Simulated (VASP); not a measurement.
## Eu: single point with PBE

Crystal: Eu.

```
CELL_PARAMETERS angstrom
3.98891 0.00000 0.00000
-1.32964 3.76078 0.00000
-1.32964 -1.88039 3.25693
ATOMIC_POSITIONS crystal
Eu 0.00000 0.00000 0.00000
```

```json
{
  "Program": "VASP 6.6.1",
  "Task": "single point",
  "Functional": "PBE",
  "Potentials or basis": "VASP PAW PBE potentials, release 64 (Eu)",
  "Cutoff": "520 eV",
  "k mesh": "8 × 8 × 8",
  "Occupations": "gaussian, width 0.05 eV",
  "Spin": "collinear spin, ferromagnetic start",
  "Starting moments": "[7.0] μB",
  "Dipole correction": "no",
  "Further INCAR settings": "ALGO = Normal; EDIFF = 1e-06; NBANDS = 18"
}
```

The pressure is -1.8 GPa and the net moment is 7.37 μB per cell. The site moments are Eu +6.70 μB. The valence electrons inside the program's atomic spheres are Eu 14.72.

Levels at points of the mesh, in eV from the Fermi level:
Spin up:
```
           k point  band 10  band 11  band 12  band 13  band 14  band 15
(0.00, 0.00, 0.00)    -0.44    -0.44    -0.40     1.65     1.65     1.65
(0.50, 0.00, 0.00)    -0.44    -0.44    -0.42     0.40     0.45     2.97
(0.50, 0.50, 0.50)    -0.53    -0.40    -0.40    -0.40     4.17     4.17
```
Spin down:
| k point | band 2 | band 3 | band 4 | band 5 | band 6 | band 7 | band 8 | band 9 |
| --- | --- | --- | --- | --- | --- | --- | --- | --- |
| (0.00, 0.00, 0.00) | -18.13 | -18.13 | -18.13 | -3.48 | 2.59 | 2.59 | 2.59 | 3.98 |
| (0.50, 0.00, 0.00) | -18.48 | -18.25 | -18.13 | -0.86 | 1.13 | 1.30 | 3.91 | 4.06 |
| (0.50, 0.50, 0.50) | -18.38 | -18.38 | -18.38 | -0.09 | -0.09 | 3.78 | 3.78 | 3.78 |

Wall time 2.8 min on 1 thread of Intel Xeon 8259CL, with other jobs on the host, peak memory 0.22 GiB.

Caveat: spin-orbit coupling is left out, which moves the levels of the heavy elements. The state reached can hang on the start; a lower one may exist.
